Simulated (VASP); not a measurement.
Si3Te, 4 atoms in the cell. It takes space group P6/mmm (No. 191, hexagonal). Conventional cell: a = 4.209 Å, b = 4.209 Å, c = 5.711 Å, α = 90.00°, β = 90.00°, γ = 120.00°. Si (site symmetry mmm) has 4 Si at 2.10 Å and 2 Te at 2.10 Å within 2.8 Å. Te (site symmetry 6/mmm) has 6 Si at 2.10 Å within 2.8 Å. The cell was generated, and may not be a known phase.

| Property | Result |
| --- | --- |
| Program | VASP 6.6.1 |
| Task | single point |
| Functional | PBE |
| Potentials or basis | VASP PAW PBE potentials, release 64 (Si, Te) |
| Cutoff | 520 eV |
| k mesh | 6 × 6 × 4 |
| Occupations | gaussian, width 0.1 eV |
| Spin | no spin polarisation |
| Dipole correction | no |
| Further INCAR settings | ALGO = Normal; EDIFF = 1e-07; NBANDS = 17 |

Potentials or basis: VASP PAW PBE potentials, release 64 (Si, Te).

Run with:

```bash
$ cat potpaw_PBE.64/Si/POTCAR potpaw_PBE.64/Te/POTCAR > POTCAR
$ mpirun -np 1 vasp_std > vasp.out
```

Hardware: 1 thread of Intel Xeon 8259CL, with other jobs on the host.

How long does it take, and how much memory?

It took 83 s on 1 thread of Intel Xeon 8259CL, with other jobs on the host, peak memory 0.17 GiB. Counts: scf iterations 17, k points 21.
